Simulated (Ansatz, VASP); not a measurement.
# GeMo2: VASP beside Ansatz

```
Ge Mo
1.0
    -3.03398    3.03398    2.53558
     3.03398   -3.03398    2.53558
     3.03398    3.03398   -2.53558
Ge Mo
2 4
Cartesian
  0.0000 0.0000 1.2678
  0.0000 0.0000 3.8034
  0.8906 3.9246 0.0000
  2.1434 0.8906 0.0000
  2.1434 -0.8906 2.5356
  0.8906 2.1434 2.5356
```

Change from the starting cell: species swapped into the Zr2Fe type (I4/mcm, No. 140).

Alike in both runs: functional PBE; k mesh 4 × 4 × 4; occupations gaussian, width 0.1 eV; no spin polarisation.

Ansatz relaxed the structure, and its values are those at the end. VASP's run is a single point on that final structure, the one shown.

```csv
,VASP,Ansatz
version,VASP 6.6.1,Ansatz 0.2.0
potentials or method,"VASP PAW PBE potentials, release 64 (Ge_d, Mo_sv), cutoff 520 eV","scalar-relativistic, plane waves, PAW"
valence electrons in the cell,84,84
```

Ansatz gave:

```
gap on the k mesh at the Fermi level (eV) : none
pressure (GPa)                            : 0.0
```

Q: What did VASP give for the same quantities?

A: gap on the k mesh at the Fermi level (eV): none; pressure (GPa): 0.5.

A gap of «none» marks a metal or a gap that the smearing closes.

The k mesh is coarse, so the values compare programs but aren't converged.
